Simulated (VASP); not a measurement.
Input of a VASP 6.6.1 run:

INCAR

```
SYSTEM = CaOs
PREC = Accurate
ENCUT = 520
EDIFF = 1E-7
ISMEAR = 0
SIGMA = 0.1
LREAL = .FALSE.
LASPH = .TRUE.
NELM = 60
ALGO = Fast
ISIF = 2
LWAVE = .FALSE.
LCHARG = .FALSE.
GGA = PE
NBANDS = 16
```

The input KPOINTS:

```
regular mesh
0
G
  20 20 12
  0 0 0
```

POSCAR

```
CaOs
1.0
    2.8535702295      0.0000000000      0.0000000000
    0.0000000000      2.8535702295      0.0000000000
    0.0000000000      0.0000000000      4.6734401374
Ca Os
1 1
Direct
    0.5000000000      0.5000000000      0.5000000000
    0.0000000000      0.0000000000      0.0000000000
```

Potentials or basis: VASP PAW PBE potentials, release 64 (Ca_sv, Os).

Run with:

```sh
$ cat potpaw_PBE.64/Ca_sv/POTCAR potpaw_PBE.64/Os/POTCAR > POTCAR
$ mpirun -np 1 vasp_std > vasp.out
```

What does it give for the pressure?

0.1 GPa.

Estimate the band gap on the k mesh.

zero (bands 9 and 10 overlap by 3.60 eV).

Stress tensor (GPa, compression positive):
```
 0.25  0.00  0.00
 0.00  0.25  0.00
 0.00  0.00 -0.18
```

Caveat: spin-orbit coupling is left out, which moves the levels of the heavy elements.
